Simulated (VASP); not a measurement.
# Si (P6_3/mmc) in VASP: a series of runs, part 2 of 2

VASP 6.6.1.

### 5 Single point, r2SCAN (biaxial strain in the a-b plane: +4.5 %)

Input file POSCAR:

```
Si
1.0
    4.0043442337      0.0000000000      0.0000000000
   -2.0021721169      3.4678638319      0.0000000000
    0.0000000000      0.0000000000      6.1705907982
Si
4
Direct
    0.3333333333      0.6666666667      0.0608608547
    0.6666666667      0.3333333333      0.5608608547
    0.3333333333      0.6666666667      0.4391391453
    0.6666666667      0.3333333333      0.9391391453
```

Input file INCAR.step1:

```
SYSTEM = Si
PREC     = Accurate       ! precision mode
ENCUT    = 520            ! plane-wave cutoff, eV
ISMEAR   = 0              ! smearing method
SIGMA    = 0.02           ! smearing width, eV
LREAL    = .False.        ! projectors in reciprocal space
LASPH    = .True.         ! aspherical terms in the spheres
NELM     = 100            ! most SCF steps
NBANDS   = 16             ! bands
GGA      = PE             ! functional
ALGO     = Normal         ! electronic algorithm
EDIFF    = 1E-4           ! SCF threshold, eV
LWAVE    = .True.         ! write WAVECAR
LCHARG   = .False.        ! write CHGCAR
```

Input file INCAR.step2:

```
SYSTEM = Si
PREC     = Accurate       ! precision mode
ENCUT    = 520            ! plane-wave cutoff, eV
EDIFF    = 1E-6           ! SCF threshold, eV
ISMEAR   = 0              ! smearing method
SIGMA    = 0.02           ! smearing width, eV
LREAL    = .False.        ! projectors in reciprocal space
LASPH    = .True.         ! aspherical terms in the spheres
NELM     = 100            ! most SCF steps
ALGO     = Normal         ! electronic algorithm
ISIF     = 2              ! what is computed and relaxed
LWAVE    = .False.        ! write WAVECAR
LCHARG   = .False.        ! write CHGCAR
METAGGA  = R2SCAN         ! meta-GGA
LMIXTAU  = .True.       
NBANDS   = 16             ! bands
ISTART   = 1
```

Input file KPOINTS:

```
Automatic mesh
0
Gamma
  12 12 4
  0 0 0
```

Potentials or basis: VASP PAW PBE potentials, release 64 (Si).

Started as:

```
> cat potpaw_PBE.64/Si/POTCAR > POTCAR
> cp INCAR.step1 INCAR
> mpirun -np 1 vasp_std > vasp.out
> cp INCAR.step2 INCAR
> mpirun -np 1 vasp_std > vasp.out
```

OUTCAR:

```text
SYSTEM = Si
   PREC = Accurate
   ENCUT = 520
   EDIFF = 1E-6
   ISMEAR = 0
   LREAL = .False.
   LASPH = .True.
   NELM = 100
   ISIF = 2
   METAGGA = R2SCAN
   ISTART = 1

 ion  position               nearest neighbor table
   1  0.333  0.667  0.061-   3 2.33   4 2.43   4 2.43   4 2.43
   2  0.667  0.333  0.561-   4 2.33   3 2.43   3 2.43   3 2.43
   3  0.333  0.667  0.439-   1 2.33   2 2.43   2 2.43   2 2.43
   4  0.667  0.333  0.939-   2 2.33   1 2.43   1 2.43   1 2.43

  LATTYP: Found a hexagonal cell.
 ALAT       =     4.0043442337
 C/A-ratio  =     1.5409741116

  Lattice vectors:

 A1 = (   4.0043442337,   0.0000000000,   0.0000000000)
 A2 = (  -2.0021721169,   3.4678638319,   0.0000000000)
 A3 = (   0.0000000000,   0.0000000000,   6.1705907982)

Analysis of symmetry for initial positions (statically):
=====================================================================
 Subroutine PRICEL returns:
 Original cell was already a primitive cell.

 Routine SETGRP: Setting up the symmetry group for a
 hexagonal supercell.

[... 169 lines left out ...]
  free energy    TOTEN  =       -34.79673496 eV

  energy without entropy =      -34.79673496  energy(sigma->0) =      -34.79673496

 E-fermi :   5.4212     XC(G=0):  -9.5779

 val. band max:        5.2929455821   @ k =   0.0000   0.0000   0.0000
 cond. band min:       5.6880242973   @ k =   0.0000   0.0000   0.0000
 fundamental gap:      0.3950787153
 Fermi energy:         5.4212102250

 k-point     1 :       0.0000    0.0000    0.0000
  band No.  band energies     occupation
      1      -7.0125      2.00000
      2      -4.3102      2.00000
      3      -1.9247      2.00000
      4       3.4228      2.00000
      5       3.4228      2.00000
      6       5.1460      2.00000
[... 433 lines left out ...]
      3      -1.6555      2.00000
      4       0.2851      2.00000
      5       1.2466      2.00000
      6       2.4674      2.00000
[... 8 lines left out ...]
     15      12.3898      0.00000
     16      12.4557      0.00000

 [... further k-points ...]
[... 5 lines left out ...]
  --------------------------------------------------------------------------------------
  -------------------------------------------------------------------------------------
  Total       -5.0609119     -5.0609119      2.2693382      0.0000000      0.0000000      0.0000000
  in kB      -94.6278935    -94.6278935     42.4316206      0.0000000      0.0000000      0.0000000
  external PRESSURE =     -48.9413888 kB  Pullay stress =       0.0000000 kB

 VOLUME and BASIS-vectors are now :
 -----------------------------------------------------------------------------
  energy-cutoff  :      520.00
  volume of cell :       85.69
      direct lattice vectors                 reciprocal lattice vectors
     4.004344234  0.000000000  0.000000000     0.249728780  0.144180978  0.000000000
    -2.002172117  3.467863832  0.000000000     0.000000000  0.288361957  0.000000000
     0.000000000  0.000000000  6.170590798     0.000000000  0.000000000  0.162059037

 POSITION                                       TOTAL-FORCE (eV/Angst)
 -----------------------------------------------------------------------------------
     -0.00000      2.31191      0.37555         0.000000      0.000000     -0.329990
      2.00217      1.15595      3.46084         0.000000      0.000000     -0.329990
     -0.00000      2.31191      2.70975        -0.000000     -0.000000      0.329990
      2.00217      1.15595      5.79504        -0.000000     -0.000000      0.329990
 -----------------------------------------------------------------------------------
    total drift:                                0.000000     -0.000000      0.000000

  FREE ENERGIE OF THE ION-ELECTRON SYSTEM (eV)
  ---------------------------------------------------
  free  energy   TOTEN  =       -34.7967349618 eV

  energy  without entropy=      -34.7967349618  energy(sigma->0) =      -34.79673496
```

OSZICAR.step1:

```text
N       E                     dE             d eps       ncg     rms          rms(c)
DAV:   1     0.267520723660E+02    0.26752E+02   -0.58511E+03  1824   0.812E+02
DAV:   2    -0.198493687074E+02   -0.46601E+02   -0.41856E+02  2480   0.119E+02
DAV:   3    -0.217510248337E+02   -0.19017E+01   -0.18814E+01  2528   0.227E+01
DAV:   4    -0.217754273809E+02   -0.24403E-01   -0.24396E-01  2232   0.323E+00
DAV:   5    -0.217758899956E+02   -0.46261E-03   -0.46243E-03  2528   0.426E-01    0.635E+00
DAV:   6    -0.215594126118E+02    0.21648E+00   -0.90592E-02  2128   0.145E+00    0.384E+00
DAV:   7    -0.214576821314E+02    0.10173E+00   -0.19676E-01  2304   0.219E+00    0.233E-01
DAV:   8    -0.214603745006E+02   -0.26924E-02   -0.16521E-02  2184   0.689E-01    0.145E-01
DAV:   9    -0.214608568796E+02   -0.48238E-03   -0.76054E-04  2504   0.157E-01    0.970E-02
DAV:  10    -0.214610760804E+02   -0.21920E-03   -0.30418E-04  2160   0.849E-02    0.261E-02
DAV:  11    -0.214610913116E+02   -0.15231E-04   -0.21506E-05  1456   0.256E-02
   1 F= -.21461091E+02 E0= -.21461091E+02  d E =-.266983E-08
```

Wall time 5.5 min (1 thread of Intel Xeon 8259CL, shared host); peak memory 0.23 GiB.

What came out:

| Item | Value |
| --- | --- |
| Free energy | -34.7967 eV |
| Pressure | -4.9 GPa |
| Largest force | 0.330 eV/Å |
| Band gap on the k mesh | 0.40 eV |

Forces in eV/Å, atoms in the order of the input:
```
Si   0.000  0.000 -0.330
Si   0.000  0.000 -0.330
Si   0.000  0.000  0.330
Si   0.000  0.000  0.330
```

Levels at points of the mesh, in eV from the valence-band top:
```csv
k point,band 4,band 5,band 6,band 7,band 8,band 9,band 10,band 11,band 12,band 13
"(0.00, 0.00, 0.00)",-1.87,-1.87,-0.15,0.00,0.00,0.40,1.87,1.87,3.01,3.74
"(0.50, 0.00, 0.00)",-5.75,-4.61,-3.27,-2.90,-1.32,0.41,2.64,3.21,3.59,5.62
"(0.00, 0.00, 0.50)",-3.89,-1.17,-1.17,-1.17,-1.17,1.39,1.39,3.02,3.02,3.02
"(0.50, 0.00, 0.50)",-7.27,-2.53,-2.53,-2.15,-2.15,1.15,1.15,2.32,2.32,6.07
```

Caveat: the cell differs from its parent crystal (biaxial strain in the a-b plane: +4.5 %); the stress differs along the axes, from -9 to 4 GPa; semilocal functionals underestimate gaps, and a narrow one can read as zero; the PAW data sets were made with another functional, which shifts forces and pressure a little.

### 6 Summary

```csv
task,cell,k mesh,cutoff (eV),gap on the mesh (eV),pressure (GPa),largest force (eV/Å)
single point,"a = 3.789, b = 3.789, c = 6.627 Å, angles 90.0, 90.0, 120.0°, 4 atoms, atomic positions A",12 × 12 × 4,520,0.85,-2.1,0.15
single point,"a = 3.811, b = 3.811, c = 6.627 Å, angles 90.0, 90.0, 120.0°, 4 atoms, atomic positions B",12 × 12 × 4,520,0.83,-3.2,0.01
relaxation of shape and atoms at fixed volume,"relaxed from a = 3.909, b = 3.909, c = 6.461 Å, angles 90.0, 90.0, 120.0°, 4 atoms, atomic positions C",12 × 12 × 6,600,0.73,-5.2,0.01
single point,"a = 4.004, b = 4.004, c = 6.171 Å, angles 90.0, 90.0, 120.0°, 4 atoms, atomic positions D",12 × 12 × 4,520,0.40,-4.9,0.33
```

Alike in all rows: level r2SCAN; potentials or basis VASP PAW PBE potentials, release 64 (Si); no spin polarisation; smearing gaussian 0.02 eV.

Caveats: the PAW data sets were made with another functional, which shifts forces and pressure a little; semilocal functionals underestimate gaps, and a narrow one can read as zero (at least some runs); the stress differs along the axes, from -9 to 1 GPa (at least some runs); the stress differs along the axes, from -9 to -0 GPa (at least some runs); the relaxation stopped at its first step, so nothing moved (at least some runs); the stress differs along the axes, from -9 to 4 GPa (at least some runs).

Total energies depend on the potentials used, so only differences within one code and one set of settings carry meaning.
